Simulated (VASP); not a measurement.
Runs of VASP 6.6.1 on NaH. The structure is that of space group P6_3/mmc (No. 194), or close to it. The cells are those of the table. 

| task | level | cell | cutoff (eV) | gap on the mesh (eV) | pressure (GPa) |
| --- | --- | --- | --- | --- | --- |
| relaxation of shape and atoms at fixed volume | PBE | relaxed from a = 3.892, b = 3.892, c = 4.778 Å, angles 90.0, 90.0, 120.0°, 4 atoms | 600 | 3.36 | 1.3 |
| single point | PBE | a = 3.892, b = 3.892, c = 4.778 Å, angles 90.0, 90.0, 120.0°, 4 atoms | 520 | 3.36 | 1.3 |
| single point | PBE | a = 3.850, b = 3.850, c = 4.727 Å, angles 90.0, 90.0, 120.0°, 4 atoms | 520 | 3.36 | 2.1 |
| single point | PBEsol | a = 3.973, b = 3.973, c = 4.878 Å, angles 90.0, 90.0, 120.0°, 4 atoms | 520 | 3.09 | (b) |
| single point | PBE | a = 4.012, b = 4.012, c = 4.926 Å, angles 90.0, 90.0, 120.0°, 4 atoms | 520 | (a) | -0.6 |

Alike in all rows: potentials or basis VASP PAW PBE potentials, release 64 (Na_pv, H); no spin polarisation; k mesh 6 × 6 × 6; smearing gaussian 0.02 eV.

Task: Fill in the values left out.

Result: (a) 3.34; (b) -0.5.

Caveats: the relaxation stopped at its first step, so nothing moved (some runs); the PAW data sets were made with another functional, which shifts forces and pressure a little (some runs).

A k mesh can miss the band edges.
